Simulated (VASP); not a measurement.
Wanted: the native input for a VASP 6.6.1 run.

```yaml
Task: relaxation of cell and atoms
Functional: PBEsol
Dispersion: D3(BJ)
Potentials_or_basis: VASP PAW PBE potentials, release 64 (Pd)
Cutoff: 600 eV
k_mesh: 12 × 12 × 12
Occupations: fermi-dirac, width 0.05 eV
Spin: no spin polarisation
Dipole_correction: no
Further_INCAR_settings: ALGO = Normal; EDIFF = 1e-06; IBRION = 2; EDIFFG = -0.01; NSW = 80; ISIF = 3
```

The structure of Pd lies in POSCAR:

```
Pd
1.0
    0.0000000000      1.9465000000      1.9465000000
    1.9465000000      0.0000000000      1.9465000000
    1.9465000000      1.9465000000      0.0000000000
Pd
1
Direct
    0.0000000000      0.0000000000      0.0000000000
```

These files were run (other wordings do the same):

INCAR

```
  PREC = Accurate
  ENCUT = 600
  EDIFF = 1E-6
  ISMEAR = -1
  SIGMA = 0.05
  LREAL = False
  LASPH = True
  NELM = 60
  ALGO = Normal
  ISIF = 3
  LWAVE = False
  LCHARG = False
  GGA = PS
  IVDW = 12
  IBRION = 2
  NSW = 80
  EDIFFG = -0.01
```

KPOINTS

```
regular mesh
0
Gamma
  12 12 12
```

Potentials or basis: VASP PAW PBE potentials, release 64 (Pd).

Launch:

```console
$ cat potpaw_PBE.64/Pd/POTCAR > POTCAR
$ mpirun -np 1 vasp_std > vasp.out
```

It gave:

```
Relaxed volume                         : 14.03 Å³/atom
Relaxed cell                           : a = 2.707 Å, b = 2.707 Å, c = 2.707 Å, α = 60.00°, β = 60.00°, γ = 60.00°
Space group after relaxing (to 0.05 Å) : Fm-3m (No. 225)
Energy gained by relaxing              : 24.1 meV/atom
Ionic steps                            : 4
Pressure after relaxing                : 0.0 GPa
Band gap on the k mesh                 : zero (band 5 reaches 10.80 eV, above the bottom of band 6 at 9.08 eV)
Dispersion energy per atom             : -0.654 eV
```

Caveat: the PAW data sets were made with another functional, which shifts forces and pressure a little; pairwise dispersion overbinds metals, which lowers pressure and volume.

It took 21 s on 1 thread of Intel(R) Xeon(R) Platinum 8488C (Sapphire Rapids), with other jobs on the host, peak memory 0.16 GiB.
